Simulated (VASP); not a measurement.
Here is a VASP 6.6.1 calculation.

File POSCAR:

```
TaN
1.0
    5.1029999488      0.0000000000      0.0000000000
   -2.5514999744      4.4193277179      0.0000000000
    0.0000000000      0.0000000000      2.8587023408
Ta N
3 3
Direct
    0.0000000000      0.0000000000      0.0000000000
    0.3333333333      0.6666666667      0.5000000000
    0.6666666667      0.3333333333      0.5000000000
    0.5000000000      0.0000000000      0.0000000000
    0.5000000000      0.5000000000      0.0000000000
    0.0000000000      0.5000000000      0.0000000000
```

Contents of INCAR.step1:

```
PREC = Accurate
ENCUT = 660
ISMEAR = 0
SIGMA = 0.1
LREAL = F
LASPH = T
NELM = 120
NBANDS = 36
GGA = PE
ALGO = Normal
EDIFF = 1E-5
LWAVE = T
LCHARG = F
GGA_COMPAT = F
```

File INCAR.step2:

```
PREC = Accurate
ENCUT = 660
EDIFF = 1E-6
ISMEAR = 0
SIGMA = 0.1
LREAL = F
LASPH = T
NELM = 120
ALGO = Normal
ISIF = 2
LWAVE = F
LCHARG = T
METAGGA = R2SCAN
LMIXTAU = T
LELF = T
LVHAR = T
NBANDS = 36
ISTART = 1
GGA_COMPAT = F
```

File KPOINTS:

```
regular mesh
0
Gamma
  5 5 8
```

Potentials or basis: VASP PAW PBE potentials, release 64 (Ta_sv_GW, N).

Command:

```bash
$ cat potpaw_PBE.64/Ta_sv_GW/POTCAR potpaw_PBE.64/N/POTCAR > POTCAR
$ cp INCAR.step1 INCAR
$ mpirun -np 1 vasp_std > vasp.out
$ cp INCAR.step2 INCAR
$ mpirun -np 1 vasp_std > vasp.out
```

(1) Estimate the band gap on the k mesh.

(2) What does it give for the pressure?

Results:

(1) zero (bands 27 and 28 overlap by 2.38 eV).

(2) 24.8 GPa.

Caveat: the cell stands under pressure; the PAW data sets were made with another functional, which shifts forces and pressure a little; spin-orbit coupling is left out, which moves the levels of the heavy elements.
